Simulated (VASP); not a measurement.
**SrO: single point with PBE**

SrO:

```
Sr O
1.0
     0.00000    2.80038    2.80038
     2.80038    0.00000    2.80038
     2.80038    2.80038    0.00000
Sr O
1 1
Direct
  0.00000 0.00000 0.00000
  0.25000 0.25000 0.25000
```

| Quantity | Value |
| --- | --- |
| Program | VASP 6.6.1 |
| Task | single point |
| Functional | PBE |
| Potentials or basis | VASP PAW PBE potentials, release 64 (Sr_sv, O) |
| Cutoff | 520 eV |
| k mesh | 10 × 10 × 10 |
| Occupations | gaussian, width 0.05 eV |
| Spin | no spin polarisation |

```yaml
Pressure: 0.9 GPa
Band_gap_on_the_k_mesh: 2.50 eV, indirect (least direct gap 3.33 eV)
```

Levels at points of the mesh, in eV from the valence-band top:
```tsv
k point	band 4	band 5	band 6	band 7	band 8	band 9	band 10	band 11	band 12	band 13
(0.00, 0.00, 0.00)	-14.13	-14.13	-0.83	-0.83	-0.83	2.50	8.01	8.01	9.33	9.33
(0.50, 0.00, 0.00)	-14.22	-13.09	-0.71	-0.52	-0.52	5.26	7.11	7.58	7.58	9.84
(0.50, 0.50, 0.00)	-14.35	-12.78	-1.40	-0.01	-0.01	4.56	5.72	9.58	9.89	9.89
```

Run time: 16 s on 1 thread of AMD EPYC 9R45 96-Core Processor (Zen 5), on a shared host, peak memory 0.15 GiB.

A k mesh can miss the band edges. A hybrid or GW would open this gap; PBE tends to underestimate it.
